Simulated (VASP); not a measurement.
# PbS (Fm-3m) in VASP: single point with r2SCAN

Aim: the single point of PbS with r2SCAN.

Program: VASP 6.6.1. These are calculated values, not measurements. Logs are shortened: lines on timing, memory, paths and dates and some standing lists are left out, and cuts for length are marked.

## Step 1: The cell of the first run

It takes space group Fm-3m (No. 225, cubic). The conventional cell has a = 5.852 Å, b = 5.852 Å, c = 5.852 Å, α = 90.00°, β = 90.00°, γ = 90.00°. Pb (site symmetry m-3m) has 6 S at 2.93 Å within 3.9 Å. Within 3.9 Å of S (site symmetry m-3m) lie 6 Pb at 2.93 Å.

## Step 2: Single point, r2SCAN, collinear spin, zero start

Contents of POSCAR:

```
PbS
1.0
    0.0000000000      2.9258665500      2.9258665500
    2.9258665500      0.0000000000      2.9258665500
    2.9258665500      2.9258665500      0.0000000000
Pb S
1 1
Direct
    0.0000000000      0.0000000000      0.0000000000
    0.5000000000      0.5000000000      0.5000000000
```

Contents of INCAR.step1:

```
PREC = Accurate
ENCUT = 550
ISMEAR = 1
SIGMA = 0.0176
LREAL = F
LASPH = T
NELM = 200
ISPIN = 2
MAGMOM = 0 0
NBANDS = 21
GGA = PE
ALGO = Normal
EDIFF = 1E-5
LWAVE = T
LCHARG = F
GGA_COMPAT = F
```

Contents of INCAR.step2:

```
PREC = Accurate
ENCUT = 550
EDIFF = 1E-6
ISMEAR = 1
SIGMA = 0.0176
LREAL = F
LASPH = T
NELM = 200
ALGO = Normal
ISIF = 2
LWAVE = F
LCHARG = F
ISPIN = 2
MAGMOM = 0 0
LORBIT = 11
METAGGA = R2SCAN
LMIXTAU = T
NBANDS = 21
ISTART = 1
GGA_COMPAT = F
```

Contents of KPOINTS:

```
Automatic mesh
0
Gamma
  7 7 7
```

Potentials or basis: VASP PAW PBE potentials, release 64 (Pb_d, S).

On the command line:

```
$ cat potpaw_PBE.64/Pb_d/POTCAR potpaw_PBE.64/S/POTCAR > POTCAR
$ cp INCAR.step1 INCAR
$ mpirun -np 1 vasp_std > vasp.out
$ cp INCAR.step2 INCAR
$ mpirun -np 1 vasp_std > vasp.out
```

OUTCAR:

```text
PREC = Accurate
   ENCUT = 550
   EDIFF = 1E-6
   ISMEAR = 1
   LREAL = F
   LASPH = T
   NELM = 200
   ISIF = 2
   ISPIN = 2
   LORBIT = 11
   METAGGA = R2SCAN
   ISTART = 1

 ion  position               nearest neighbor table
   1  0.000  0.000  0.000-   2 2.93   2 2.93   2 2.93   2 2.93   2 2.93   2 2.93
   2  0.500  0.500  0.500-   1 2.93   1 2.93   1 2.93   1 2.93   1 2.93   1 2.93

  LATTYP: Found a face centered cubic cell.
 ALAT       =     5.8517331000

  Lattice vectors:

 A1 = (   0.0000000000,   2.9258665500,   2.9258665500)
 A2 = (   2.9258665500,   0.0000000000,   2.9258665500)
 A3 = (   2.9258665500,   2.9258665500,   0.0000000000)

Analysis of symmetry for initial positions (statically):
=====================================================================
 Subroutine PRICEL returns:
 Original cell was already a primitive cell.

 Routine SETGRP: Setting up the symmetry group for a
 face centered cubic supercell.

 Subroutine GETGRP returns: Found 48 space group operations
 (whereof 48 operations were pure point group operations)
 out of a pool of 48 trial point group operations.

The static configuration has the point symmetry O_h .

Analysis of symmetry for dynamics (positions and initial velocities):
=====================================================================
 Subroutine PRICEL returns:
 Original cell was already a primitive cell.

 Routine SETGRP: Setting up the symmetry group for a
 face centered cubic supercell.

 Subroutine GETGRP returns: Found 48 space group operations
 (whereof 48 operations were pure point group operations)
 out of a pool of 48 trial point group operations.

The dynamic configuration has the point symmetry O_h .

Analysis of structural, dynamic, and magnetic symmetry:
=====================================================================
 Subroutine PRICEL returns:
 Original cell was already a primitive cell.

 Routine SETGRP: Setting up the symmetry group for a
 face centered cubic supercell.

 Subroutine GETGRP returns: Found 48 space group operations
 (whereof 48 operations were pure point group operations)
 out of a pool of 48 trial point group operations.

The overall configuration has the point symmetry O_h .

 Subroutine INISYM returns: Found 48 space group operations
 (whereof 48 operations are pure point group operations),
 and found     1 'primitive' translations

----------------------------------------------------------------------------------------

                                     Primitive cell

  volume of cell :      50.0949

  direct lattice vectors                    reciprocal lattice vectors
     0.000000000  2.925866550  2.925866550    -0.170889544  0.170889544  0.170889544
     2.925866550  0.000000000  2.925866550     0.170889544 -0.170889544  0.170889544
     2.925866550  2.925866550  0.000000000     0.170889544  0.170889544 -0.170889544

  length of vectors
     4.137800157  4.137800157  4.137800157     0.295989372  0.295989372  0.295989372

  position of ions in fractional coordinates (direct lattice)
     0.000000000  0.000000000  0.000000000
     0.500000000  0.500000000  0.500000000

  ion indices of the primitive-cell ions
   primitive index   ion index
                 1           1
                 2           2

----------------------------------------------------------------------------------------

 KPOINTS: Automatic mesh

Automatic generation of k-mesh.
 Grid dimensions read from file:
 generate k-points for:    7    7    7

 Generating k-lattice:

  Cartesian coordinates                     Fractional coordinates (reciprocal lattice)
    -0.024412792  0.024412792  0.024412792     0.142857143  0.000000000  0.000000000
     0.024412792 -0.024412792  0.024412792     0.000000000  0.142857143  0.000000000
     0.024412792  0.024412792 -0.024412792     0.000000000  0.000000000  0.142857143

  Length of vectors
     0.042284196  0.042284196  0.042284196

  Shift w.r.t. Gamma in fractional coordinates (k-lattice)
     0.000000000  0.000000000  0.000000000

 Subroutine IBZKPT returns following result:
 ===========================================

 Found     20 irreducible k-points:

 Following reciprocal coordinates:
            Coordinates               Weight
  0.000000  0.000000  0.000000      1.000000
  0.142857  0.000000  0.000000      8.000000
  0.285714  0.000000  0.000000      8.000000
  0.428571  0.000000  0.000000      8.000000
  0.142857  0.142857  0.000000      6.000000
  0.285714  0.142857  0.000000     24.000000
[... 12 lines left out ...]
 -0.428571  0.428571  0.142857     24.000000
 -0.285714  0.428571  0.142857     24.000000
   k-points           NKPTS =     20   k-points in BZ     NKDIM =     20   number of bands    NBANDS=     21
   number of dos      NEDOS =    301   number of ions     NIONS =      2
   total plane-waves  NPLWV =  32768
   dimension x,y,z NGX =    32 NGY =   32 NGZ =   32
   dimension x,y,z NGXF=    64 NGYF=   64 NGZF=   64
   ions per type =               1   1
   NGX,Y,Z   is equivalent  to a cutoff of  12.86, 12.86, 12.86 a.u.
   NGXF,Y,Z  is equivalent  to a cutoff of  25.71, 25.71, 25.71 a.u.
 SYSTEM =  unknown system
   PREC   = accura    normal or accurate (medium, high low for compatibility)
   ISTART =      1    job   : 0-new  1-cont  2-samecut
   ICHARG =      0    charge: 1-file 2-atom 10-const
   ISPIN  =      2    spin polarized calculation?
   LNONCOLLINEAR =      F non collinear calculations
   LSORBIT =      F    spin-orbit coupling
   LASPH  =      T    aspherical Exc in radial PAW
   ENCUT  =  550.0 eV  40.42 Ry    6.36 a.u.   7.91  7.91  7.91*2*pi/ulx,y,z
   NELM   =    200;   NELMIN=  2; NELMDL=  0     # of ELM steps
   EDIFF  = 0.1E-05   stopping-criterion for ELM
   LREAL  =      F    real-space projection
   EDIFFG = 0.1E-04   stopping-criterion for IOM
   NSW    =      0    number of steps for IOM
   IBRION =     -1    ionic relax: 0-MD 1-quasi-New 2-CG
   NFREE  =      0    steps in history (QN), initial steepest desc. (CG)
   ISIF   =      2    stress and relaxation
   ISYM   =      2    0-nonsym 1-usesym 2-fastsym
   POTIM  = 0.5000    time-step for ionic-motion
   TEBEG  =    0.0;   TEEND  =   0.0 temperature during run
   PSTRESS=    0.0 pullay stress
   NELECT =      20.0000    total number of electrons
   NUPDOWN=      -1.0000    fix difference up-down
   EMIN   =  10.00;   EMAX   =-10.00  energy-range for DOS
   EFERMI =   0.00;   METHOD = LEGACY
   ISMEAR =     1;   SIGMA  =   0.02  broadening in eV -4-tet -1-fermi 0-gaus
   EFERMI_NEDOS =   21; number of points for ismear=-14 and -15
   IALGO  =     38    algorithm
   IMIX   =      4    mixing-type and parameters
     AMIX     =   0.40;   BMIX     =  1.00
     AMIX_MAG =   1.60;   BMIX_MAG =  1.00
  volume/ion in A,a.u.               =      25.05       169.03
  Fermi-wavevector in a.u.,A,eV,Ry     =   1.205462  2.277994 19.771163  1.453139
  Thomas-Fermi vector in A             =   2.341158
   LORBIT       =     11    0 simple, 1 ext, 2 COOP (PROOUT), +10 PAW based schemes
   METAGGA = R2SCAN    functional components
   LHFCALC =     F    Hartree Fock is set to
   AEXX    =    0.0000 exact exchange contribution
   IVDW    =     0    specifies the selected vdW correction
   LEPSILON=     F    determine dielectric tensor
   LRPA    =     F    only Hartree local field effects (RPA)
 spin polarized calculation
 Methfessel and Paxton  Order N= 1 SIGMA  =   0.02
  energy-cutoff  :      550.00
  volume of cell :       50.09
 maximum number of plane-waves:      1480
   NGX = 15   NGY = 15   NGZ = 15

 number of electron      19.9999996 magnetization       0.0000002

 number of electron      19.9999996 magnetization      -0.0000001

 Free energy of the ion-electron system (eV)
  ---------------------------------------------------
  ext. energy  EPLUGINS =         0.00000000
  ---------------------------------------------------
  free energy    TOTEN  =       -65.57349265 eV

  energy without entropy =      -65.57351645  energy(sigma->0) =      -65.57350059

 E-fermi :   6.0733     XC(G=0): -10.4642

 val. band max:        6.0584630905   @ k =   0.4286   0.0000   0.0000
 cond. band min:       7.1109311265   @ k =   0.4286   0.0000   0.0000
 fundamental gap:      1.0524680359
 Fermi energy:         6.0732801531

 spin component 1

 k-point     1 :       0.0000    0.0000    0.0000
  band No.  band energies     occupation
      1     -11.2707      1.00000
      2     -11.2707      1.00000
      3     -11.2707      1.00000
      4     -11.2568      1.00000
      5     -11.2568      1.00000
      6      -8.3535      1.00000
[... 13 lines left out ...]
     20      16.3437      0.00000
     21      27.8116      0.00000
[... 433 lines left out ...]
 k-point    20 :      -0.2857    0.4286    0.1429
  band No.  band energies     occupation
      1     -11.4054      1.00000
      2     -11.2641      1.00000
      3     -11.2552      1.00000
      4     -11.2404      1.00000
      5     -11.2035      1.00000
      6      -6.4664      1.00000
[... 13 lines left out ...]
     20      22.1991      0.00000
     21      22.9616      0.00000
 Fermi energy:         6.0732801531

 spin component 2

 k-point     1 :       0.0000    0.0000    0.0000
  band No.  band energies     occupation
      1     -11.2707      1.00000
      2     -11.2707      1.00000
      3     -11.2707      1.00000
      4     -11.2568      1.00000
      5     -11.2568      1.00000
      6      -8.3535      1.00000
[... 13 lines left out ...]
     20      16.3437      0.00000
     21      27.8116      0.00000
[... 433 lines left out ...]
 k-point    20 :      -0.2857    0.4286    0.1429
  band No.  band energies     occupation
      1     -11.4054      1.00000
      2     -11.2641      1.00000
      3     -11.2552      1.00000
      4     -11.2404      1.00000
      5     -11.2035      1.00000
      6      -6.4664      1.00000
[... 13 lines left out ...]
     20      22.1991      0.00000
     21      22.9616      0.00000

------------------------ aborting loop because EDIFF is reached ----------------------------------------

  FORCE on cell =-STRESS in cart. coord.  units (eV):
  Direction    XX          YY          ZZ          XY          YZ          ZX
  --------------------------------------------------------------------------------------
  -------------------------------------------------------------------------------------
  Total        1.2707271      1.2707271      1.2707271      0.0000000      0.0000000      0.0000000
  in kB       40.6414634     40.6414634     40.6414634      0.0000000      0.0000000      0.0000000
  external PRESSURE =      40.6414634 kB  Pullay stress =       0.0000000 kB

 VOLUME and BASIS-vectors are now :
 -----------------------------------------------------------------------------
  energy-cutoff  :      550.00
  volume of cell :       50.09
      direct lattice vectors                 reciprocal lattice vectors
     0.000000000  2.925866550  2.925866550    -0.170889544  0.170889544  0.170889544
     2.925866550  0.000000000  2.925866550     0.170889544 -0.170889544  0.170889544
     2.925866550  2.925866550  0.000000000     0.170889544  0.170889544 -0.170889544

 POSITION                                       TOTAL-FORCE (eV/Angst)
 -----------------------------------------------------------------------------------
      0.00000      0.00000      0.00000        -0.000000     -0.000000     -0.000000
      2.92587      2.92587      2.92587         0.000000      0.000000      0.000000
 -----------------------------------------------------------------------------------
    total drift:                                0.000000     -0.000000     -0.000000

  FREE ENERGIE OF THE ION-ELECTRON SYSTEM (eV)
  ---------------------------------------------------
  free  energy   TOTEN  =       -65.5734926523 eV

  energy  without entropy=      -65.5735164525  energy(sigma->0) =      -65.57350059

 total charge

# of ion       s       p       d       tot
------------------------------------------
    1        1.486   0.513   9.845  11.844
    2        1.339   2.381   0.000   3.720
--------------------------------------------------
tot          2.825   2.894   9.845  15.564

 magnetization (x)

# of ion       s       p       d       tot
------------------------------------------
    1        0.000   0.000   0.000   0.000
    2        0.000   0.000   0.000   0.000
--------------------------------------------------
tot          0.000   0.000   0.000   0.000
```

Run time: 3.1 min. Hardware: 1 thread of Intel Xeon 8259CL, shared host; peak memory 0.23 GiB.

What came out:

* Free energy: -65.5735 eV
* Pressure: 4.1 GPa
* Net moment: 0.00 μB per cell
* Valence electrons inside the program's atomic spheres: Pb 11.84; S 3.72

Levels at points of the mesh, in eV from the Fermi level:
Spin up:
| k point | band 8 | band 9 | band 10 | band 11 | band 12 | band 13 |
| --- | --- | --- | --- | --- | --- | --- |
| (0.00, 0.00, 0.00) | -2.37 | -2.37 | -2.37 | 5.86 | 5.86 | 5.86 |
Spin down:
```csv
k point,band 6,band 7,band 8,band 9,band 10,band 11,band 12,band 13,band 14,band 15
"(0.00, 0.00, 0.00)",-14.43,-5.84,-2.37,-2.37,-2.37,5.86,5.86,5.86,7.21,7.21
```

Caveat: this odd mesh misses L, where the gap lies, so gap, dielectric constants and Born charges aren't listed; the PAW data sets were made with another functional, which shifts forces and pressure a little; spin-orbit coupling is left out, which moves the levels of the heavy elements.
